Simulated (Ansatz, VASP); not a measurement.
**YbSe in VASP and in Ansatz**

```
Yb Se
1.0
     0.00000    2.86506    2.86506
     2.86506    0.00000    2.86506
     2.86506    2.86506    0.00000
Yb Se
1 1
Cartesian
  0.0000 0.0000 0.0000
  2.8651 2.8651 2.8651
```

Alike in both runs: functional PBEsol; k mesh 10 × 10 × 10; occupations fermi-dirac, width 0.05 eV; no spin polarisation.

Ansatz relaxed the structure, and its values are those at the end. VASP's run is a single point on that final structure, the one shown.

|  | VASP | Ansatz |
| --- | --- | --- |
| version | VASP 6.6.1 | Ansatz 0.2.0 |
| potentials or method | VASP PAW PBE potentials, release 64 (Yb, Se), cutoff 520 eV | all-electron LAPW, scalar-relativistic |

|  | VASP | Ansatz | Ansatz less VASP |
| --- | --- | --- | --- |
| pressure (GPa) | -0.3 | 0.0 | +0.28 |

VASP's potentials were made for PBE, not for PBEsol. Ansatz ran all-electron here, and VASP with PAW potentials.

Neither program's run includes spin-orbit coupling.
